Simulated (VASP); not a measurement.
Crystal: La2O3.

```
La O
1.0
     3.93078    0.00000    0.00000
    -1.96539    3.40415    0.00000
     0.00000    0.00000    6.11195
La O
2 3
Direct
  0.33333 0.66667 0.24624
  0.66667 0.33333 0.75376
  0.00000 0.00000 0.00000
  0.33333 0.66667 0.64589
  0.66667 0.33333 0.35411
```

Base run:

```yaml
Program: VASP 6.6.1
Functional: PBEsol
Potentials_or_basis: VASP PAW PBE potentials, release 64 (La, O)
Cutoff: 520 eV
k_mesh: 8 × 8 × 5
Occupations: fermi-dirac, width 0.05 eV
Spin: no spin polarisation
```

Its results: band gap on the k mesh 3.83 eV, indirect (least direct gap 3.98 eV); pressure -3.2 GPa; largest force 0.099 eV/Å.

Question: The run is repeated on the same cell with these changes: dispersion from none to D3(BJ). What comes out?

Answer: Band gap on the k mesh 3.83 eV, indirect (least direct gap 3.98 eV); pressure -6.0 GPa; largest force 0.099 eV/Å.

Dispersion adds attraction, which lowers the pressure at fixed volume and, as a term added to the energy, leaves the levels alone.

Caveats: the PAW data sets were made with another functional, which shifts forces and pressure a little; spin-orbit coupling is left out, which moves the levels of the heavy elements; three body term missing (some runs).

A k mesh can miss the band edges.
